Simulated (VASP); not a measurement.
Input of a VASP 6.6.1 run:

INCAR

```
SYSTEM = ScAlSbP3
PREC = Accurate
ENCUT = 520
EDIFF = 1E-6
ISMEAR = 0
SIGMA = 0.1
LREAL = .FALSE.
LASPH = .TRUE.
NELM = 150
ALGO = Normal
ISIF = 2
LWAVE = .FALSE.
LCHARG = .FALSE.
ISPIN = 2
MAGMOM = 1 0 0 0 0 0
LORBIT = 11
LMAXMIX = 4
GGA = PE
NBANDS = 30
```

The input KPOINTS:

```
regular mesh
0
G
  3 3 4
  0 0 0
```

POSCAR

```
ScAlSbP3
1.0
    6.0937282587      0.0000000000      0.0000000000
   -3.0468641293      5.2773234758      0.0000000000
    0.0000000000      0.0000000000      3.8456620585
Sc Al Sb P
1 1 1 3
Direct
    0.0000000000      0.0000000000      0.0000000000
    0.6666666667      0.3333333333      0.0000000000
    0.3333333333      0.6666666667      0.0000000000
    0.9629599731      0.4814799866      0.5000000000
    0.5185200134      0.4814799866      0.5000000000
    0.5185200134      0.0370400269      0.5000000000
```

Potentials or basis: VASP PAW PBE potentials, release 64 (Sc_sv, Al, Sb, P).

The run is started by

```sh
$ cat potpaw_PBE.64/Sc_sv/POTCAR potpaw_PBE.64/Al/POTCAR potpaw_PBE.64/Sb/POTCAR potpaw_PBE.64/P/POTCAR > POTCAR
$ mpirun -np 1 vasp_std > vasp.out
```

Task: Estimate the largest force.

Result: 0.050 eV/Å.

Task: Estimate the pressure.

Result: 0.2 GPa.

Stress tensor (GPa, compression positive):
```
0.11 0.00 0.00
0.00 0.11 0.00
0.00 0.00 0.30
```

Caveat: the k points lie up to 0.41 Å⁻¹ apart.
